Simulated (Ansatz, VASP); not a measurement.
## CdSe: VASP beside Ansatz

File INCAR:

```
SYSTEM = CdSe
  PREC = Accurate
  ENCUT = 520
  EDIFF = 1E-6
  ISMEAR = 0
  SIGMA = 0.1
  LREAL = .False.
  LASPH = .True.
  NELM = 100
  ALGO = Normal
  ISIF = 2
  LWAVE = .False.
  LCHARG = .False.
  GGA = PE
  NBANDS = 16
```

File KPOINTS:

```
regular mesh
0
Gamma
  12 12 12
  0 0 0
```

Contents of POSCAR:

```
CdSe
1.0
    0.0000000000      2.8739580000      2.8739580000
    2.8739580000      0.0000000000      2.8739580000
    2.8739580000      2.8739580000      0.0000000000
Cd Se
1 1
Direct
    0.0000000000      0.0000000000      0.0000000000
    0.5000000000      0.5000000000      0.5000000000
```

Input for Ansatz:

```yaml
crystal:
  lattice:
    - [0.0, 2.873958, 2.873958]
    - [2.873958, 0.0, 2.873958]
    - [2.873958, 2.873958, 0.0]
  atoms:
    - { symbol: Cd, position: [0.0, 0.0, 0.0] }
    - { symbol: Se, position: [0.5, 0.5, 0.5] }
basis:
  ecutwfc: 420
kpoints:
  mp_grid: { grid: [12, 12, 12] }
hamiltonian:
  xc: pbe
scf:
  occupations: { method: gaussian, width: 0.1 }
output:
  forces: true
  stress: true
  eigenvalues: true
  populations: true
  write_density: true
  write_potential: true
  elf: true
  volumetric_format: npy
```

Alike in both runs: task single point; functional PBE; k mesh 12 × 12 × 12; occupations gaussian, width 0.1 eV; no spin polarisation.

```csv
,VASP,Ansatz
version,VASP 6.6.1,Ansatz 0.2.0
potentials or method,"VASP PAW PBE potentials, release 64 (Cd, Se), cutoff 520 eV","scalar-relativistic, plane waves, PAW"
valence electrons in the cell,18,36
```

|  | VASP | Ansatz | Ansatz less VASP |
| --- | --- | --- | --- |
| gap on the k mesh at the Fermi level (eV) | none | none | - |
| pressure (GPa) | 0.0 | -0.3 | -0.32 |

A gap of «none» marks a metal or a gap that the smearing closes. With one functional, cell and mesh, what is left measures potentials, basis and numerics. VASP's potentials hold 18 valence electrons a cell and Ansatz's 36, so a difference there can come from the potentials and not from the codes.
